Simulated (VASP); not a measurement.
# BaTiO3 (R3m) in VASP: a series of runs, part 2 of 3

VASP 6.6.1. Earlier steps stand in the parts before.

## Step 3: Relaxation of shape and atoms at fixed volume, r2SCAN (11.86 Å³/atom)

This run uses another cell than the first one, of 11.86 Å³/atom.

Contents of POSCAR:

```
BaTiO3
1.0
    2.7561138890      1.5912430957      2.2528023033
   -2.7561138890      1.5912430957      2.2528023033
    0.0000000000     -3.1824861915      2.2528023033
Ba Ti O
1 1 3
Direct
   -0.0012166880     -0.0012166880     -0.0012166880
    0.5061844391      0.5061844391      0.5061844391
    0.4923368202      0.4923368202      0.9890586086
    0.4923368202      0.9890586086      0.4923368202
    0.9890586086      0.4923368202      0.4923368202
```

Contents of INCAR.step1:

```
SYSTEM = BaTiO3
  PREC = Accurate
  ENCUT = 660
  ISMEAR = 0
  SIGMA = 0.02
  LREAL = .FALSE.
  LASPH = .TRUE.
  NELM = 120
  GGA = PE
  ALGO = Normal
  EDIFF = 1E-5
  LWAVE = .TRUE.
  LCHARG = .FALSE.
  GGA_COMPAT = .FALSE.
  IBRION = 2
  ISIF = 3
  EDIFFG = -0.005
  NELMIN = 4
  NSW = 100
```

Contents of INCAR.step2:

```
SYSTEM = BaTiO3
  PREC = Accurate
  ENCUT = 660
  EDIFF = 1E-7
  ISMEAR = 0
  SIGMA = 0.02
  LREAL = .FALSE.
  LASPH = .TRUE.
  NELM = 120
  ALGO = Normal
  ISIF = 4
  LWAVE = .FALSE.
  LCHARG = .FALSE.
  METAGGA = R2SCAN
  LMIXTAU = .TRUE.
  IBRION = 2
  NSW = 50
  EDIFFG = -0.01
  ISTART = 1
  GGA_COMPAT = .FALSE.
  NELMIN = 4
```

Contents of KPOINTS:

```
Automatic mesh
0
G
  6 6 6
  0 0 0
```

Potentials or basis: VASP PAW PBE potentials, release 64 (Ba_sv, Ti_sv, O).

Launch:

```sh
cat potpaw_PBE.64/Ba_sv/POTCAR potpaw_PBE.64/Ti_sv/POTCAR potpaw_PBE.64/O/POTCAR > POTCAR
cp INCAR.step1 INCAR
mpirun -np 1 vasp_std > vasp.out
cp INCAR.step2 INCAR
mpirun -np 1 vasp_std > vasp.out
```

OUTCAR:

```text
SYSTEM = BaTiO3
   PREC = Accurate
   ENCUT = 660
   EDIFF = 1E-7
   ISMEAR = 0
   LREAL = .FALSE.
   LASPH = .TRUE.
   NELM = 120
   ISIF = 4
   METAGGA = R2SCAN
   IBRION = 2
   NSW = 50
   EDIFFG = -0.01
   ISTART = 1
   NELMIN = 4

 ion  position               nearest neighbor table
   1  0.999  0.999  0.999-   3 2.72   4 2.72   5 2.72   3 2.76   3 2.76   5 2.76   4 2.76   4 2.76
                             5 2.76   3 2.79   4 2.79   5 2.79   2 3.33   2 3.36   2 3.36   2 3.36
   2  0.506  0.506  0.506-   4 1.88   5 1.88   3 1.88   4 2.02   5 2.02   3 2.02   1 3.33   1 3.36
                             1 3.36   1 3.36   1 3.39   1 3.39   1 3.39   1 3.43
   3  0.492  0.492  0.989-   2 1.88   2 2.02   1 2.72   1 2.76   1 2.76   1 2.79
   4  0.492  0.989  0.492-   2 1.88   2 2.02   1 2.72   1 2.76   1 2.76   1 2.79
   5  0.989  0.492  0.492-   2 1.88   2 2.02   1 2.72   1 2.76   1 2.76   1 2.79

[... 511 lines left out ...]

  energy without entropy =      -73.97646452  energy(sigma->0) =      -73.97646452

 E-fermi :   4.2923     XC(G=0): -12.3708

 val. band max:        4.1567486250   @ k =   0.5000   0.5000   0.5000
 cond. band min:       6.4736190483   @ k =   0.0000   0.0000   0.0000
 fundamental gap:      2.3168704233
 Fermi energy:         4.2923054033

 k-point     1 :       0.0000    0.0000    0.0000
  band No.  band energies     occupation
      1     -54.3484      2.00000
      2     -29.5594      2.00000
      3     -29.5593      2.00000
      4     -29.5593      2.00000
      5     -21.1588      2.00000
      6     -13.8578      2.00000
[... 637 lines left out ...]
     23       8.8080      0.00000
     24      10.7473      0.00000

 [... further k-points ...]

------------------------ aborting loop because EDIFF is reached ----------------------------------------

  FORCE on cell =-STRESS in cart. coord.  units (eV):
  Direction    XX          YY          ZZ          XY          YZ          ZX
  --------------------------------------------------------------------------------------
  -------------------------------------------------------------------------------------
  Total        6.5625855      6.5625855      6.5766347      0.0000000     -0.0000000      0.0000000
  in kB      177.3689254    177.3689254    177.7486365      0.0000000     -0.0000000      0.0000000
  external PRESSURE =     177.4954958 kB  Pullay stress =       0.0000000 kB
[... 20 lines left out ...]
  FREE ENERGIE OF THE ION-ELECTRON SYSTEM (eV)
  ---------------------------------------------------
  free  energy   TOTEN  =       -73.9764645211 eV

  energy  without entropy=      -73.9764645211  energy(sigma->0) =      -73.97646452

 reached required accuracy - stopping structural energy minimisation
```

OSZICAR.step1:

```text
N       E                     dE             d eps       ncg     rms          rms(c)
DAV:   1     0.514191233398E+03    0.51419E+03   -0.24812E+04  1536   0.218E+03
DAV:   2     0.550086651323E+01   -0.50869E+03   -0.50049E+03  1864   0.550E+02
DAV:   3    -0.473628145987E+02   -0.52864E+02   -0.50743E+02  2104   0.161E+02
DAV:   4    -0.500947135781E+02   -0.27319E+01   -0.27305E+01  2320   0.331E+01
[... 181 lines left out ...]
       N       E                     dE             d eps       ncg     rms          rms(c)
DAV:   1    -0.400527833223E+02   -0.47779E-05   -0.72728E-04  1712   0.215E-01    0.150E-02
DAV:   2    -0.400527814718E+02    0.18505E-05   -0.22253E-05  1192   0.420E-02    0.649E-03
DAV:   3    -0.400527808823E+02    0.58958E-06   -0.52356E-06   792   0.180E-02    0.288E-03
DAV:   4    -0.400527808710E+02    0.11301E-07   -0.13970E-06   792   0.120E-02
  24 F= -.40052781E+02 E0= -.40052781E+02  d E =-.243901E-05
```

Run time: 32 min. Hardware: 1 thread of AMD EPYC 9R45 (Zen 5), shared host; peak memory 0.24 GiB.

What came out:

| Property | Result |
| --- | --- |
| Free energy | -73.9765 eV |
| Energy gained by relaxing | 2.8 meV/atom |
| Ionic steps | 9 |
| Pressure after relaxing | 17.7 GPa |
| Largest force after relaxing | 0.009 eV/Å |
| Band gap on the k mesh | 2.32 eV (least direct gap 2.39 eV) |

Forces on the atoms (eV/Å):
```
Ba   0.000  0.000 -0.003
Ti   0.000  0.000 -0.006
O    0.000  0.009  0.003
O    0.008 -0.004  0.003
O   -0.008 -0.004  0.003
```

The path:
```tsv
step	energy change (eV)	largest force (eV/Å)	pressure (GPa)	volume (Å³)
1	0.0000	0.2881	18.76	59.28
2	-0.0067	0.1752	18.26	59.28
3	-0.0085	0.1271	17.97	59.28
4	-0.0115	0.0760	17.88	59.28
5	-0.0134	0.0474	17.79	59.28
6	-0.0139	0.0204	17.75	59.28
7	-0.0140	0.0159	17.76	59.28
8	-0.0141	0.0127	17.75	59.28
9	-0.0141	0.0094	17.75	59.28
```

Final structure:
```
CELL_PARAMETERS angstrom
2.75721 1.59188 2.25101
-2.75721 1.59188 2.25101
0.00000 -3.18375 2.25101
ATOMIC_POSITIONS crystal
Ba 0.99584 0.99584 0.99584
Ti 0.49586 0.49586 0.49586
O 0.49564 0.49564 0.99572
O 0.49564 0.99572 0.49564
O 0.99572 0.49564 0.49564
```

Caveat: the PAW data sets were made with another functional, which shifts forces and pressure a little; spin-orbit coupling is left out, which moves the levels of the heavy elements. A k mesh can miss the band edges.

## Step 4: Relaxation of cell and atoms, r2SCAN

This run uses another cell than the first one, of 12.84 Å³/atom.

Contents of POSCAR:

```
BaTiO3
1.0
    2.8276681575      1.6325549719      2.3177316080
   -2.8276681575      1.6325549719      2.3177316080
    0.0000000000     -3.2651099438      2.3177316080
Ba Ti O
1 1 3
Direct
    0.0000000000      0.0000000000      0.0000000000
    0.5140000000      0.5140000000      0.5140000000
    0.4916000000      0.4916000000      0.9815000000
    0.4916000000      0.9815000000      0.4916000000
    0.9815000000      0.4916000000      0.4916000000
```

Contents of INCAR.step1:

```
PREC = Accurate ; ENCUT = 600
ISMEAR = 0 ; SIGMA = 0.02
LREAL = F ; LASPH = T
NELM = 80 ; GGA = PE
ALGO = Normal ; EDIFF = 1E-4
LWAVE = T ; LCHARG = F
```

Contents of INCAR.step2:

```
PREC = Accurate ; ENCUT = 600
EDIFF = 1E-7 ; ISMEAR = 0
SIGMA = 0.02 ; LREAL = F
LASPH = T ; NELM = 80
ALGO = Normal ; ISIF = 3
LWAVE = F ; LCHARG = F
METAGGA = R2SCAN ; LMIXTAU = T
IBRION = 2 ; NSW = 100
EDIFFG = -0.005 ; ISTART = 1
```

Contents of KPOINTS:

```
regular mesh
0
Gamma
  6 6 6
```

Launch:

```sh
cat potpaw_PBE.64/Ba_sv/POTCAR potpaw_PBE.64/Ti_sv/POTCAR potpaw_PBE.64/O/POTCAR > POTCAR
cp INCAR.step1 INCAR
mpirun -np 1 vasp_std > vasp.out
cp INCAR.step2 INCAR
mpirun -np 1 vasp_std > vasp.out
```

Run time: 34 min. Hardware: 1 thread of Intel Xeon 8259CL, shared host; peak memory 0.25 GiB.

Results (log left out):

```yaml
Free_energy: -74.2793 eV
Relaxed_volume: 13.14 Å³/atom
Relaxed_cell: a = 4.035 Å, b = 4.035 Å, c = 4.035 Å, α = 89.81°, β = 89.81°, γ = 89.81°
Space_group_after_relaxing_to_0.1_Å: R3m (No. 160)
Energy_gained_by_relaxing: 3.4 meV/atom
Ionic_steps: 16
Pressure_after_relaxing: 0.0 GPa
Band_gap_on_the_k_mesh: 2.76 eV (least direct gap 3.21 eV)
```

The path:
| step | energy change (eV) | largest force (eV/Å) | pressure (GPa) | volume (Å³) |
| --- | --- | --- | --- | --- |
| 1 | 0.0000 | 0.1782 | 3.73 | 64.20 |
| 2 | 0.0092 | 0.3335 | -4.25 | 67.02 |
| 3 | -0.0152 | 0.0719 | 0.04 | 65.42 |
| 4 | -0.0152 | 0.0675 | 0.10 | 65.39 |
| 5 | -0.0158 | 0.0527 | 0.09 | 65.45 |
| 6 | -0.0167 | 0.0165 | 0.08 | 65.61 |
| 7 | -0.0167 | 0.0138 | 0.07 | 65.67 |
| 8 | -0.0167 | 0.0119 | 0.07 | 65.66 |
| 9 | -0.0167 | 0.0129 | -0.18 | 65.75 |
| 10 | -0.0167 | 0.0060 | -0.01 | 65.69 |
| 11 | -0.0167 | 0.0058 | 0.00 | 65.69 |
| 12 | -0.0167 | 0.0057 | -0.10 | 65.72 |
| 13 | -0.0167 | 0.0057 | -0.02 | 65.69 |
| 14 | -0.0167 | 0.0058 | -0.02 | 65.69 |
| 15 | -0.0167 | 0.0060 | -0.03 | 65.69 |
| 16 | -0.0168 | 0.0015 | 0.00 | 65.68 |

Final structure:
```
Ba Ti O
1.0
     2.84838    1.64451    2.33706
    -2.84838    1.64451    2.33706
     0.00000   -3.28903    2.33706
Ba Ti O
1 1 3
Cartesian
  0.0000 0.0000 0.0141
  0.0000 0.0000 3.6129
  0.0000 -1.6133 4.5839
  -1.3972 0.8067 4.5839
  1.3972 0.8067 4.5839
```

Levels at points of the mesh, in eV from the valence-band top:
```
           k point  band 18  band 19  band 20  band 21  band 22  band 23
(0.00, 0.00, 0.00)    -0.56    -0.44    -0.44     2.76     2.76     2.89
(0.50, 0.00, 0.00)    -1.58    -0.99    -0.88     2.92     4.07     4.18
(0.50, 0.50, 0.00)    -0.91    -0.87    -0.09     4.14     4.15     4.50
(0.50, 0.50, 0.50)    -0.02    -0.02     0.00     4.60     4.76     4.76
```

Caveat: the PAW data sets were made with another functional, which shifts forces and pressure a little; spin-orbit coupling is left out, which moves the levels of the heavy elements.

(Continued in part 3 of 3.)
